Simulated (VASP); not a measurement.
Set up this calculation in VASP 6.6.1, as the native input.

```
Task                   : single point
Functional             : PBE
Potentials or basis    : VASP PAW PBE potentials, release 64 (Ru_pv, Nb_sv, C)
Cutoff                 : 520 eV
k mesh                 : 7 × 7 × 7
Occupations            : fermi-dirac, width 0.05 eV
Spin                   : no spin polarisation
Dipole correction      : no
Further INCAR settings : ALGO = Normal; EDIFF = 1e-06; NBANDS = 38
```

The structure of NbRu3C lies in POSCAR:

```
NbRu3C
1.0
    4.0920602283      0.0000000000      0.0000000000
    0.0000000000      4.0920602283      0.0000000000
    0.0000000000      0.0000000000      4.0920602283
Ru Nb C
3 1 1
Direct
    0.5000000000      0.5000000000      0.0000000000
    0.5000000000      0.0000000000      0.5000000000
    0.0000000000      0.5000000000      0.5000000000
    0.0000000000      0.0000000000      0.0000000000
    0.5000000000      0.5000000000      0.5000000000
```

One way to write it, as run:

INCAR

```
SYSTEM = NbRu3C
PREC     = Accurate       ! precision mode
ENCUT    = 520            ! plane-wave cutoff, eV
EDIFF    = 1E-6           ! SCF threshold, eV
ISMEAR   = -1             ! smearing method
SIGMA    = 0.05           ! smearing width, eV
LREAL    = .FALSE.        ! projectors in reciprocal space
LASPH    = .TRUE.         ! aspherical terms in the spheres
NELM     = 100            ! most SCF steps
ALGO     = Normal         ! electronic algorithm
ISIF     = 2              ! what is computed and relaxed
LWAVE    = .FALSE.        ! write WAVECAR
LCHARG   = .TRUE.         ! write CHGCAR
GGA      = PE             ! functional
LELF     = .TRUE.         ! ELF
LVHAR    = .TRUE.       
NBANDS   = 38             ! bands
```

KPOINTS

```
Automatic mesh
0
G
  7 7 7
  0 0 0
```

Potentials or basis: VASP PAW PBE potentials, release 64 (Ru_pv, Nb_sv, C).

Launch:

```console
$ cat potpaw_PBE.64/Ru_pv/POTCAR potpaw_PBE.64/Nb_sv/POTCAR potpaw_PBE.64/C/POTCAR > POTCAR
$ mpirun -np 1 vasp_std > vasp.out
```

It gave:

* Pressure: -8.5 GPa

Wall time 47 s on 1 thread of Intel Xeon 6975P-C, with other jobs on the host, peak memory 0.2 GiB.
